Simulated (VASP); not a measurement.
# CsPd5S (P4/mmm) in VASP: a series of runs

The runs below take CsPd5S through single point, with PBE, revPBE.

All numbers are computed with VASP 6.6.1; they aren't measurements. Logs are shortened: lines on timing, memory, paths and dates and some standing lists are left out, and cuts for length are marked.

## 1. The cell of the first run

Symmetry: P4/mmm, No. 123, tetragonal system. The conventional cell has a = 4.205 Å, b = 4.205 Å, c = 7.386 Å, α = 90.00°, β = 90.00°, γ = 90.00°. Pd (site symmetry 2mm) has 2 S at 2.69 Å and 7 Pd at 2.92 to 3.34 Å and 2 Cs at 2.92 Å within 3.5 Å. Within 3.8 Å of Pd (site symmetry 4/mmm) lie 8 Pd at 2.92 Å and 4 Cs at 2.97 Å and 2 S at 3.69 Å. Within 3.8 Å of Cs (site symmetry 4/mmm) lie 12 Pd at 2.92 to 2.97 Å. S (site symmetry 4/mmm) has 8 Pd at 2.69 Å within 3.5 Å.

## 2. Single point, PBE

The input, INCAR:

```
SYSTEM = CsPd5S
PREC = Accurate ; ENCUT = 520
EDIFF = 1E-7 ; ISMEAR = -1
SIGMA = 0.1 ; LREAL = .False.
LASPH = .True. ; NELM = 100
ALGO = Normal ; ISIF = 2
LWAVE = .False. ; LCHARG = .True.
GGA = PE ; LELF = .True.
LVHAR = .True. ; NBANDS = 42
```

The input, KPOINTS:

```
regular mesh
0
Gamma
  4 4 3
  0 0 0
```

The input, POSCAR:

```
CsPd5S
1.0
    4.2051490000      0.0000000000      0.0000000000
    0.0000000000      4.2051490000      0.0000000000
    0.0000000000      0.0000000000      7.3857200000
Pd Cs S
5 1 1
Direct
    0.5000000000      0.0000000000      0.7262000000
    0.0000000000      0.5000000000      0.7262000000
    0.5000000000      0.0000000000      0.2738000000
    0.0000000000      0.5000000000      0.2738000000
    0.0000000000      0.0000000000      0.0000000000
    0.5000000000      0.5000000000      0.0000000000
    0.0000000000      0.0000000000      0.5000000000
```

Potentials or basis: VASP PAW PBE potentials, release 64 (Pd, Cs_sv, S).

Launch:

```bash
cat potpaw_PBE.64/Pd/POTCAR potpaw_PBE.64/Cs_sv/POTCAR potpaw_PBE.64/S/POTCAR > POTCAR
mpirun -np 1 vasp_std > vasp.out
```

OUTCAR:

```text
SYSTEM = CsPd5S
   PREC = Accurate
   ENCUT = 520
   EDIFF = 1E-7
   ISMEAR = -1
   LREAL = .False.
   LASPH = .True.
   NELM = 100
   ISIF = 2
   GGA = PE

 ion  position               nearest neighbor table
   1  0.500  0.000  0.726-   7 2.69   7 2.69   5 2.92   6 2.92   5 2.92   6 2.92   2 2.97   2 2.97
                             2 2.97   2 2.97   3 3.34
   2  0.000  0.500  0.726-   7 2.69   7 2.69   5 2.92   5 2.92   6 2.92   6 2.92   1 2.97   1 2.97
                             1 2.97   1 2.97   4 3.34
   3  0.500  0.000  0.274-   7 2.69   7 2.69   5 2.92   6 2.92   5 2.92   6 2.92   4 2.97   4 2.97
                             4 2.97   4 2.97   1 3.34
   4  0.000  0.500  0.274-   7 2.69   7 2.69   5 2.92   5 2.92   6 2.92   6 2.92   3 2.97   3 2.97
                             3 2.97   3 2.97   2 3.34
   5  0.000  0.000  0.000-   1 2.92   2 2.92   3 2.92   4 2.92   2 2.92   4 2.92   1 2.92   3 2.92
                             6 2.97   6 2.97   6 2.97   6 2.97
   6  0.500  0.500  0.000-   1 2.92   2 2.92   3 2.92   4 2.92   1 2.92   3 2.92   2 2.92   4 2.92
                             5 2.97   5 2.97   5 2.97   5 2.97
   7  0.000  0.000  0.500-   1 2.69   2 2.69   3 2.69   4 2.69   2 2.69   4 2.69   1 2.69   3 2.69

  LATTYP: Found a simple tetragonal cell.
 ALAT       =     4.2051490000
 C/A-ratio  =     1.7563515585

  Lattice vectors:

 A1 = (   4.2051490000,   0.0000000000,   0.0000000000)
 A2 = (   0.0000000000,   4.2051490000,   0.0000000000)
 A3 = (   0.0000000000,   0.0000000000,   7.3857200000)

Analysis of symmetry for initial positions (statically):
=====================================================================
 Subroutine PRICEL returns:
 Original cell was already a primitive cell.

 Routine SETGRP: Setting up the symmetry group for a
 simple tetragonal supercell.

 Subroutine GETGRP returns: Found 16 space group operations
 (whereof 16 operations were pure point group operations)
 out of a pool of 16 trial point group operations.

The static configuration has the point symmetry D_4h.

Analysis of symmetry for dynamics (positions and initial velocities):
=====================================================================
 Subroutine PRICEL returns:
 Original cell was already a primitive cell.

 Routine SETGRP: Setting up the symmetry group for a
 simple tetragonal supercell.

 Subroutine GETGRP returns: Found 16 space group operations
 (whereof 16 operations were pure point group operations)
 out of a pool of 16 trial point group operations.

The dynamic configuration has the point symmetry D_4h.

 Subroutine INISYM returns: Found 16 space group operations
 (whereof 16 operations are pure point group operations),
 and found     1 'primitive' translations

----------------------------------------------------------------------------------------

                                     Primitive cell

  volume of cell :     130.6037

  direct lattice vectors                    reciprocal lattice vectors
     4.205149000  0.000000000  0.000000000     0.237803702  0.000000000  0.000000000
     0.000000000  4.205149000  0.000000000     0.000000000  0.237803702  0.000000000
     0.000000000  0.000000000  7.385720000     0.000000000  0.000000000  0.135396414

  length of vectors
     4.205149000  4.205149000  7.385720000     0.237803702  0.237803702  0.135396414

  position of ions in fractional coordinates (direct lattice)
     0.500000000  0.000000000  0.726200000
     0.000000000  0.500000000  0.726200000
     0.500000000  0.000000000  0.273800000
     0.000000000  0.500000000  0.273800000
     0.000000000  0.000000000  0.000000000
     0.500000000  0.500000000  0.000000000
     0.000000000  0.000000000  0.500000000

  ion indices of the primitive-cell ions
   primitive index   ion index
                 1           1
                 2           2
                 3           3
                 4           4
                 5           5
                 6           6
                 7           7

----------------------------------------------------------------------------------------

 KPOINTS: regular mesh

Automatic generation of k-mesh.
 Grid dimensions read from file:
 generate k-points for:    4    4    3

 Generating k-lattice:

  Cartesian coordinates                     Fractional coordinates (reciprocal lattice)
     0.059450926  0.000000000  0.000000000     0.250000000  0.000000000  0.000000000
     0.000000000  0.059450926  0.000000000     0.000000000  0.250000000  0.000000000
     0.000000000  0.000000000  0.045132138     0.000000000  0.000000000  0.333333333

  Length of vectors
     0.059450926  0.059450926  0.045132138

  Shift w.r.t. Gamma in fractional coordinates (k-lattice)
     0.000000000  0.000000000  0.000000000

 Subroutine IBZKPT returns following result:
 ===========================================

 Found     12 irreducible k-points:

 Following reciprocal coordinates:
            Coordinates               Weight
  0.000000  0.000000  0.000000      1.000000
  0.250000  0.000000  0.000000      4.000000
  0.500000  0.000000  0.000000      2.000000
  0.250000  0.250000  0.000000      4.000000
  0.500000  0.250000  0.000000      4.000000
  0.500000  0.500000  0.000000      1.000000
  0.000000  0.000000  0.333333      2.000000
  0.250000  0.000000  0.333333      8.000000
  0.500000  0.000000  0.333333      4.000000
  0.250000  0.250000  0.333333      8.000000
  0.500000  0.250000  0.333333      8.000000
  0.500000  0.500000  0.333333      2.000000
   k-points           NKPTS =     12   k-points in BZ     NKDIM =     12   number of bands    NBANDS=     42
   number of dos      NEDOS =    301   number of ions     NIONS =      7
   total plane-waves  NPLWV =  57344
   dimension x,y,z NGX =    32 NGY =   32 NGZ =   56
   dimension x,y,z NGXF=    64 NGYF=   64 NGZF=  112
   ions per type =               5   1   1
   NGX,Y,Z   is equivalent  to a cutoff of  12.65, 12.65, 12.61 a.u.
   NGXF,Y,Z  is equivalent  to a cutoff of  25.30, 25.30, 25.21 a.u.
 SYSTEM =  CsPd5S
   PREC   = accura    normal or accurate (medium, high low for compatibility)
   ISTART =      0    job   : 0-new  1-cont  2-samecut
   ICHARG =      2    charge: 1-file 2-atom 10-const
   ISPIN  =      1    spin polarized calculation?
   LNONCOLLINEAR =      F non collinear calculations
   LSORBIT =      F    spin-orbit coupling
   LASPH  =      T    aspherical Exc in radial PAW
   ENCUT  =  520.0 eV  38.22 Ry    6.18 a.u.   7.82  7.82 13.73*2*pi/ulx,y,z
   NELM   =    100;   NELMIN=  2; NELMDL= -5     # of ELM steps
   EDIFF  = 0.1E-06   stopping-criterion for ELM
   LREAL  =      F    real-space projection
   EDIFFG = 0.1E-05   stopping-criterion for IOM
   NSW    =      0    number of steps for IOM
   IBRION =     -1    ionic relax: 0-MD 1-quasi-New 2-CG
   NFREE  =      0    steps in history (QN), initial steepest desc. (CG)
   ISIF   =      2    stress and relaxation
   ISYM   =      2    0-nonsym 1-usesym 2-fastsym
   POTIM  = 0.5000    time-step for ionic-motion
   TEBEG  =    0.0;   TEEND  =   0.0 temperature during run
   PSTRESS=    0.0 pullay stress
   NELECT =      65.0000    total number of electrons
   NUPDOWN=      -1.0000    fix difference up-down
   EMIN   =  10.00;   EMAX   =-10.00  energy-range for DOS
   EFERMI =   0.00;   METHOD = LEGACY
   ISMEAR =    -1;   SIGMA  =   0.10  broadening in eV -4-tet -1-fermi 0-gaus
   EFERMI_NEDOS =   21; number of points for ismear=-14 and -15
   IALGO  =     38    algorithm
   IMIX   =      4    mixing-type and parameters
     AMIX     =   0.40;   BMIX     =  1.00
     AMIX_MAG =   1.60;   BMIX_MAG =  1.00
  volume/ion in A,a.u.               =      18.66       125.91
  Fermi-wavevector in a.u.,A,eV,Ry     =   1.297361  2.451656 22.900576  1.683145
  Thomas-Fermi vector in A             =   2.428758
   LORBIT       =      0    0 simple, 1 ext, 2 COOP (PROOUT), +10 PAW based schemes
   GGA     = PE    functional components
   LHFCALC =     F    Hartree Fock is set to
   AEXX    =    0.0000 exact exchange contribution
   IVDW    =     0    specifies the selected vdW correction
   LEPSILON=     F    determine dielectric tensor
   LRPA    =     F    only Hartree local field effects (RPA)
 non-spin polarized calculation
  energy-cutoff  :      520.00
  volume of cell :      130.60
 maximum number of plane-waves:      3530
 NGX is ok and might be reduce to    32
   NGX = 15   NGY = 15   NGZ = 27

 number of electron      65.0000011 magnetization

 Free energy of the ion-electron system (eV)
  ---------------------------------------------------
  ext. energy  EPLUGINS =         0.00000000
  ---------------------------------------------------
  free energy    TOTEN  =       -28.31842645 eV

  energy without entropy =      -28.16538518  energy(sigma->0) =      -28.24190581

 E-fermi :   6.9807     XC(G=0): -11.5849

 val. band max:        6.9679626855   @ k =   0.5000   0.5000   0.3333
 cond. band min:       6.9976039119   @ k =   0.5000   0.2500   0.0000
 fundamental gap:      0.0296412264
 Fermi energy:         6.9807102660

 k-point     1 :       0.0000    0.0000    0.0000
  band No.  band energies     occupation
      1     -14.5655      2.00000
      2      -6.4071      2.00000
      3      -2.3502      2.00000
      4      -1.6545      2.00000
      5      -1.6545      2.00000
      6       1.2627      2.00000
[... 34 lines left out ...]
     41      13.9198      0.00000
     42      14.0553      0.00000

 k-point     2 :       0.2500    0.0000    0.0000
  band No.  band energies     occupation
      1     -14.5171      2.00000
      2      -6.3358      2.00000
      3      -2.3233      2.00000
      4      -2.2679      2.00000
      5      -1.7644      2.00000
      6       1.5504      2.00000
[... 439 lines left out ...]
     41      13.2785      0.00000
     42      13.4925      0.00000

 k-point    12 :       0.5000    0.5000    0.3333
  band No.  band energies     occupation
      1     -14.4206      2.00000
      2      -6.1314      2.00000
      3      -2.4290      2.00000
      4      -2.4290      2.00000
      5      -2.0022      2.00000
      6       1.8791      2.00000
[... 34 lines left out ...]
     41      11.2511      0.00000
     42      14.5470      0.00000

------------------------ aborting loop because EDIFF is reached ----------------------------------------

  FORCE on cell =-STRESS in cart. coord.  units (eV):
  Direction    XX          YY          ZZ          XY          YZ          ZX
  --------------------------------------------------------------------------------------
  -------------------------------------------------------------------------------------
  Total        0.5134328      0.5134328      1.1121242      0.0000000      0.0000000      0.0000000
  in kB        6.2985209      6.2985209     13.6429487      0.0000000      0.0000000      0.0000000
  external PRESSURE =       8.7466635 kB  Pullay stress =       0.0000000 kB

 VOLUME and BASIS-vectors are now :
 -----------------------------------------------------------------------------
  energy-cutoff  :      520.00
  volume of cell :      130.60
      direct lattice vectors                 reciprocal lattice vectors
     4.205149000  0.000000000  0.000000000     0.237803702  0.000000000  0.000000000
     0.000000000  4.205149000  0.000000000     0.000000000  0.237803702  0.000000000
     0.000000000  0.000000000  7.385720000     0.000000000  0.000000000  0.135396414

 POSITION                                       TOTAL-FORCE (eV/Angst)
 -----------------------------------------------------------------------------------
      2.10257      0.00000      5.36351         0.000000     -0.000000     -1.619045
      0.00000      2.10257      5.36351        -0.000000     -0.000000     -1.619045
      2.10257      0.00000      2.02221        -0.000000     -0.000000      1.619045
      0.00000      2.10257      2.02221         0.000000     -0.000000      1.619045
      0.00000      0.00000      0.00000        -0.000000      0.000000     -0.000000
      2.10257      2.10257      0.00000        -0.000000      0.000000     -0.000000
      0.00000      0.00000      3.69286        -0.000000      0.000000     -0.000000
 -----------------------------------------------------------------------------------
    total drift:                                0.000000      0.000000      0.000000

  FREE ENERGIE OF THE ION-ELECTRON SYSTEM (eV)
  ---------------------------------------------------
  free  energy   TOTEN  =       -28.3184264520 eV

  energy  without entropy=      -28.1653851757  energy(sigma->0) =      -28.24190581
```

Run time: 2.4 min. Hardware: 1 thread of Intel Xeon 8259CL, shared host; peak memory 0.25 GiB.

Results:

```
Free energy            : -28.3184 eV
Pressure               : 0.9 GPa
Largest force          : 1.619 eV/Å
Band gap on the k mesh : zero (an odd number of electrons rules out a gap without spin polarisation)
```

Forces in eV/Å, atoms in the order of the input:
```
Pd   0.000  0.000 -1.619
Pd   0.000  0.000 -1.619
Pd   0.000  0.000  1.619
Pd   0.000  0.000  1.619
Pd   0.000  0.000  0.000
Cs   0.000  0.000  0.000
S    0.000  0.000  0.000
```

Stress tensor (GPa, compression positive):
```
0.63 0.00 0.00
0.00 0.63 0.00
0.00 0.00 1.36
```

Caveat: the k points lie up to 0.37 Å⁻¹ apart, too coarse for converged energies and pressures of a metal; spin-orbit coupling is left out, which moves the levels of the heavy elements; forces of over 1 eV/Å act on the atoms, so gaps and moduli don't describe the material at rest.

## 3. Single point, revPBE

The input, INCAR:

```
ALGO     = Normal         # electronic algorithm
EDIFF    = 1E-7           # SCF threshold, eV
ENCUT    = 520            # plane-wave cutoff, eV
GGA      = RE             # functional
ISIF     = 2              # what is computed and relaxed
ISMEAR   = -1             # smearing method
LASPH    = T              # aspherical terms in the spheres
LCHARG   = F              # write CHGCAR
LREAL    = F              # projectors in reciprocal space
LWAVE    = F              # write WAVECAR
NBANDS   = 42             # bands
NELM     = 100            # most SCF steps
PREC     = Accurate       # precision mode
SIGMA    = 0.1            # smearing width, eV
```

The input, KPOINTS:

```
k-points
0
Gamma
  4 4 3
```

POSCAR is that of step 2.

Potentials or basis: VASP PAW PBE potentials, release 64 (Pd, Cs_sv, S).

Launch:

```bash
cat potpaw_PBE.64/Pd/POTCAR potpaw_PBE.64/Cs_sv/POTCAR potpaw_PBE.64/S/POTCAR > POTCAR
mpirun -np 1 vasp_std > vasp.out
```

It took 2.1 min on 1 thread of Intel Xeon 8259CL, shared host; peak memory 0.25 GiB.

The run converged. Its results:

| Item | Value |
| --- | --- |
| Free energy | -25.3841 eV |
| Pressure | 3.2 GPa |
| Largest force | 1.651 eV/Å |
| Band gap on the k mesh | zero (an odd number of electrons rules out a gap without spin polarisation) |

Forces on the atoms (eV/Å):
```
Pd   0.000  0.000 -1.651
Pd   0.000  0.000 -1.651
Pd   0.000  0.000  1.651
Pd   0.000  0.000  1.651
Pd   0.000  0.000  0.000
Cs   0.000  0.000  0.000
S    0.000  0.000  0.000
```

Stress tensor (GPa, compression positive):
```
3.01 0.00 0.00
0.00 3.01 0.00
0.00 0.00 3.66
```

Levels at points of the mesh, in eV from the Fermi level:
| k point | band 30 | band 31 | band 32 | band 33 | band 34 | band 35 | band 36 | band 37 |
| --- | --- | --- | --- | --- | --- | --- | --- | --- |
| (0.00, 0.00, 0.00) | -0.59 | -0.12 | -0.11 | -0.10 | -0.10 | 2.24 | 2.45 | 4.59 |
| (0.50, 0.00, 0.00) | -0.88 | -0.70 | -0.52 | 0.28 | 0.50 | 1.48 | 2.31 | 2.69 |
| (0.50, 0.50, 0.00) | -0.50 | -0.50 | -0.23 | -0.23 | 1.22 | 1.22 | 3.33 | 3.33 |

Caveat: the k points lie up to 0.37 Å⁻¹ apart, too coarse for converged energies and pressures of a metal; the PAW data sets were made with another functional, which shifts forces and pressure a little; spin-orbit coupling is left out, which moves the levels of the heavy elements.

## 4. Single point, PBE

The input, INCAR:

```
  PREC = Accurate
  ENCUT = 520
  EDIFF = 1E-7
  ISMEAR = -1
  SIGMA = 0.01
  LREAL = F
  LASPH = T
  NELM = 80
  ALGO = Normal
  ISIF = 2
  LWAVE = F
  LCHARG = F
  GGA = PE
  NBANDS = 42
  ISYM = 0
```

The input, KPOINTS:

```
Automatic mesh
0
Gamma
  4 4 3
```

POSCAR is that of step 3.

Launch:

```bash
cat potpaw_PBE.64/Pd/POTCAR potpaw_PBE.64/Cs_sv/POTCAR potpaw_PBE.64/S/POTCAR > POTCAR
mpirun -np 1 vasp_std > vasp.out
```

Run time: 4.4 min. Hardware: 1 thread of Intel Xeon 8259CL, shared host; peak memory 0.3 GiB.

It converged, with:

```yaml
Free_energy: -28.2357 eV
Pressure: 0.7 GPa
Largest_force: 1.630 eV/Å
Band_gap_on_the_k_mesh: zero (an odd number of electrons rules out a gap without spin polarisation)
```

Forces in eV/Å, atoms in the order of the input:
```
Pd   0.000  0.000 -1.630
Pd   0.000  0.000 -1.630
Pd   0.000  0.000  1.630
Pd   0.000  0.000  1.630
Pd   0.000  0.000  0.000
Cs   0.000  0.000  0.000
S    0.000  0.000  0.000
```

Stress tensor (GPa, compression positive):
```
0.23 0.00 0.00
0.00 0.23 0.00
0.00 0.00 1.51
```

Levels at points of the mesh, in eV from the Fermi level:
```csv
k point,band 30,band 31,band 32,band 33,band 34,band 35,band 36,band 37
"(0.00, 0.00, 0.00)",-0.56,-0.08,-0.08,-0.08,-0.07,2.22,2.44,4.60
"(0.50, 0.00, 0.00)",-0.86,-0.69,-0.50,0.31,0.49,1.47,2.32,2.69
"(0.00, 0.50, 0.00)",-0.86,-0.69,-0.50,0.31,0.49,1.47,2.32,2.69
"(0.50, 0.50, 0.00)",-0.48,-0.48,-0.20,-0.20,1.21,1.22,3.34,3.34
```

Caveat: the k points lie up to 0.37 Å⁻¹ apart, too coarse for converged energies and pressures of a metal; spin-orbit coupling is left out, which moves the levels of the heavy elements; forces of over 1 eV/Å act on the atoms, so gaps and moduli don't describe the material at rest.

## 5. Summary

```csv
level,smearing,gap on the mesh (eV),pressure (GPa),largest force (eV/Å)
PBE,fermi-dirac 0.1 eV,none,0.9,1.62
revPBE,fermi-dirac 0.1 eV,none,3.2,1.65
PBE,fermi-dirac 0.01 eV,none,0.7,1.63
```

Alike in all rows: task single point; potentials or basis VASP PAW PBE potentials, release 64 (Pd, Cs_sv, S); no spin polarisation; cell as given; k mesh 4 × 4 × 3; cutoff (eV) 520.

Caveats: all runs use coarse meshes; spin-orbit coupling is left out, which moves the levels of the heavy elements; forces of over 1 eV/Å act on the atoms, so gaps and moduli don't describe the material at rest (at least some runs); the PAW data sets were made with another functional, which shifts forces and pressure a little (at least some runs).

Total energies depend on the potentials used, so only differences within one code and one set of settings carry meaning.
